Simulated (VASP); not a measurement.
# Ru (P6_3/mmc) in VASP: further runs, part 3 of 3

VASP 6.6.1. The steps go on from the part before.

## (5) Single point, r2SCAN

Input file POSCAR:

```
Ru
1.0
    2.7059477279      0.0000000000      0.0000000000
   -1.3529738639      2.3434194737      0.0000000000
    0.0000000000      0.0000000000      4.2579056513
Ru
2
Direct
    0.3333333333      0.6666666667      0.2500000000
    0.6666666667      0.3333333333      0.7500000000
```

Input file INCAR.step1:

```
SYSTEM = Ru
PREC     = Accurate       ! precision mode
ENCUT    = 520            ! plane-wave cutoff, eV
ISMEAR   = 0              ! smearing method
SIGMA    = 0.6            ! smearing width, eV
LREAL    = .False.        ! projectors in reciprocal space
LASPH    = .True.         ! aspherical terms in the spheres
NELM     = 100            ! most SCF steps
NBANDS   = 21             ! bands
GGA      = PE             ! functional
ALGO     = Normal         ! electronic algorithm
EDIFF    = 1E-4           ! SCF threshold, eV
LWAVE    = .True.         ! write WAVECAR
LCHARG   = .False.        ! write CHGCAR
```

Input file INCAR.step2:

```
SYSTEM = Ru
PREC     = Accurate       ! precision mode
ENCUT    = 520            ! plane-wave cutoff, eV
EDIFF    = 1E-7           ! SCF threshold, eV
ISMEAR   = 0              ! smearing method
SIGMA    = 0.6            ! smearing width, eV
LREAL    = .False.        ! projectors in reciprocal space
LASPH    = .True.         ! aspherical terms in the spheres
NELM     = 100            ! most SCF steps
ALGO     = Normal         ! electronic algorithm
ISIF     = 2              ! what is computed and relaxed
LWAVE    = .False.        ! write WAVECAR
LCHARG   = .True.         ! write CHGCAR
METAGGA  = R2SCAN         ! meta-GGA
LMIXTAU  = .True.       
LELF     = .True.         ! ELF
LVHAR    = .True.       
NBANDS   = 21             ! bands
ISTART   = 1
```

Input file KPOINTS:

```
Automatic mesh
0
Gamma
  13 13 8
  0 0 0
```

Potentials or basis: VASP PAW PBE potentials, release 64 (Ru_pv).

The run is started by

```
$ cat potpaw_PBE.64/Ru_pv/POTCAR > POTCAR
$ cp INCAR.step1 INCAR
$ mpirun -np 1 vasp_std > vasp.out
$ cp INCAR.step2 INCAR
$ mpirun -np 1 vasp_std > vasp.out
```

OUTCAR:

```text
SYSTEM = Ru
   PREC = Accurate
   ENCUT = 520
   EDIFF = 1E-7
   ISMEAR = 0
   LREAL = .False.
   LASPH = .True.
   NELM = 100
   ISIF = 2
   METAGGA = R2SCAN
   ISTART = 1

 ion  position               nearest neighbor table
   1  0.333  0.667  0.250-   2 2.64   2 2.64   2 2.64   2 2.64   2 2.64   2 2.64
   2  0.667  0.333  0.750-   1 2.64   1 2.64   1 2.64   1 2.64   1 2.64   1 2.64

  LATTYP: Found a hexagonal cell.
 ALAT       =     2.7059477279
 C/A-ratio  =     1.5735358105

  Lattice vectors:

 A1 = (   2.7059477279,   0.0000000000,   0.0000000000)
[... 193 lines left out ...]
      5     -31.0541      2.00000
      6     -31.0019      2.00000
[... 565 lines left out ...]
     20      21.2604      0.00000
     21      24.5721      0.00000

 [... further k-points ...]
[... 5 lines left out ...]
  --------------------------------------------------------------------------------------
  -------------------------------------------------------------------------------------
  Total        0.3657839      0.3657839      0.6192707      0.0000000      0.0000000      0.0000000
  in kB       21.7054954     21.7054954     36.7473191      0.0000000      0.0000000      0.0000000
  external PRESSURE =      26.7194366 kB  Pullay stress =       0.0000000 kB

 VOLUME and BASIS-vectors are now :
 -----------------------------------------------------------------------------
  energy-cutoff  :      520.00
  volume of cell :       27.00
      direct lattice vectors                 reciprocal lattice vectors
     2.705947728  0.000000000  0.000000000     0.369556289  0.213363423  0.000000000
    -1.352973864  2.343419474  0.000000000     0.000000000  0.426726846  0.000000000
     0.000000000  0.000000000  4.257905651     0.000000000  0.000000000  0.234857247

 POSITION                                       TOTAL-FORCE (eV/Angst)
 -----------------------------------------------------------------------------------
     -0.00000      1.56228      1.06448        -0.000000      0.000000      0.000000
      1.35297      0.78114      3.19343         0.000000     -0.000000      0.000000
 -----------------------------------------------------------------------------------
    total drift:                               -0.000000      0.000000     -0.000000

  FREE ENERGIE OF THE ION-ELECTRON SYSTEM (eV)
  ---------------------------------------------------
  free  energy   TOTEN  =       -50.9985975543 eV

  energy  without entropy=      -50.7014490960  energy(sigma->0) =      -50.85002333
```

OSZICAR.step1:

```text
N       E                     dE             d eps       ncg     rms          rms(c)
DAV:   1     0.286147213568E+03    0.28615E+03   -0.17576E+04  4418   0.148E+03
DAV:   2    -0.141211649064E+02   -0.30027E+03   -0.29114E+03  4530   0.444E+02
DAV:   3    -0.198828328382E+02   -0.57617E+01   -0.57235E+01  5200   0.687E+01
DAV:   4    -0.199258269898E+02   -0.42994E-01   -0.42941E-01  5473   0.572E+00
DAV:   5    -0.199264032459E+02   -0.57626E-03   -0.57245E-03  5032   0.583E-01    0.181E+01
DAV:   6    -0.186913939611E+02    0.12350E+01   -0.27767E+00  5075   0.163E+01    0.507E+00
DAV:   7    -0.186144409410E+02    0.76953E-01   -0.42070E-01  5095   0.486E+00    0.115E+00
DAV:   8    -0.186071359516E+02    0.73050E-02   -0.18660E-02  4805   0.114E+00    0.327E-01
DAV:   9    -0.186068916142E+02    0.24434E-03   -0.66235E-04  5050   0.272E-01    0.336E-02
DAV:  10    -0.186069015620E+02   -0.99477E-05   -0.49570E-05  2825   0.736E-02
   1 F= -.18606902E+02 E0= -.18451005E+02  d E =-.311793E+00
```

It took 2.2 min on 1 thread of Intel Xeon Platinum 8559C (Emerald Rapids), shared host; peak memory 0.17 GiB.

Results:

* Free energy: -50.9986 eV
* Pressure: 2.7 GPa
* Band gap on the k mesh: zero (bands 14 and 15 overlap by 3.26 eV)

Levels at points of the mesh, in eV from the Fermi level:
| k point | band 11 | band 12 | band 13 | band 14 | band 15 | band 16 | band 17 | band 18 |
| --- | --- | --- | --- | --- | --- | --- | --- | --- |
| (0.00, 0.00, 0.00) | -2.50 | -2.02 | -2.02 | -1.53 | -1.53 | 1.23 | 1.23 | 1.40 |
| (0.00, 0.00, 0.50) | -2.94 | -2.94 | -2.83 | -2.83 | 0.56 | 0.56 | 0.56 | 0.56 |

Caveat: so wide a smearing shifts energies and pressures; the PAW data sets were made with another functional, which shifts forces and pressure a little.

## (6) Single point, r2SCAN

POSCAR is that of step 5.

Input file INCAR.step1:

```
PREC     = Accurate       # precision mode
ENCUT    = 520            # plane-wave cutoff, eV
ISMEAR   = 0              # smearing method
SIGMA    = 1.0            # smearing width, eV
LREAL    = False          # projectors in reciprocal space
LASPH    = True           # aspherical terms in the spheres
NELM     = 80             # most SCF steps
NBANDS   = 21             # bands
GGA      = PE             # functional
ALGO     = Normal         # electronic algorithm
EDIFF    = 1E-4           # SCF threshold, eV
LWAVE    = True           # write WAVECAR
LCHARG   = False          # write CHGCAR
```

Input file INCAR.step2:

```
PREC     = Accurate       # precision mode
ENCUT    = 520            # plane-wave cutoff, eV
EDIFF    = 1E-6           # SCF threshold, eV
ISMEAR   = 0              # smearing method
SIGMA    = 1.0            # smearing width, eV
LREAL    = False          # projectors in reciprocal space
LASPH    = True           # aspherical terms in the spheres
NELM     = 80             # most SCF steps
ALGO     = Normal         # electronic algorithm
ISIF     = 2              # what is computed and relaxed
LWAVE    = False          # write WAVECAR
LCHARG   = False          # write CHGCAR
METAGGA  = R2SCAN         # meta-GGA
LMIXTAU  = True         
NBANDS   = 21             # bands
ISTART   = 1
```

Input file KPOINTS:

```
Automatic mesh
0
Gamma
  13 13 8
```

Potentials or basis: VASP PAW PBE potentials, release 64 (Ru_pv).

The run is started by

```
$ cat potpaw_PBE.64/Ru_pv/POTCAR > POTCAR
$ cp INCAR.step1 INCAR
$ mpirun -np 1 vasp_std > vasp.out
$ cp INCAR.step2 INCAR
$ mpirun -np 1 vasp_std > vasp.out
```

Run time: 2.2 min. Hardware: 1 thread of Intel Xeon Platinum 8559C (Emerald Rapids), shared host; peak memory 0.17 GiB.

The run converged. Its results:

* Free energy: -51.2778 eV
* Pressure: 5.7 GPa
* Band gap on the k mesh: zero (bands 14 and 15 overlap by 3.26 eV)

Stress tensor (GPa, compression positive):
```
4.76 0.00 0.00
0.00 4.76 0.00
0.00 0.00 7.59
```

Levels at points of the mesh, in eV from the Fermi level:
```
           k point  band 12  band 13  band 14  band 15  band 16  band 17
(0.00, 0.00, 0.00)    -2.01    -2.01    -1.52    -1.52     1.24     1.24
(0.00, 0.00, 0.50)    -2.93    -2.82    -2.82     0.58     0.58     0.58
```

Caveat: the cell stands under pressure; so wide a smearing shifts energies and pressures; the PAW data sets were made with another functional, which shifts forces and pressure a little.

## (7) Summary

| smearing | gap on the mesh (eV) | pressure (GPa) |
| --- | --- | --- |
| gaussian 0.1 eV | none | 1.3 |
| gaussian 0.2 eV | none | 1.4 |
| gaussian 0.3 eV | none | 1.6 |
| gaussian 0.6 eV | none | 2.7 |
| gaussian 1 eV | none | 5.7 |

Alike in all rows: task single point; level r2SCAN; potentials or basis VASP PAW PBE potentials, release 64 (Ru_pv); no spin polarisation; cell as given; k mesh 13 × 13 × 8; cutoff (eV) 520.

Caveats: the PAW data sets were made with another functional, which shifts forces and pressure a little; so wide a smearing shifts energies and pressures (at least some runs); the cell stands under pressure (at least some runs).

Absolute energies hang on the potentials; compare differences alone.
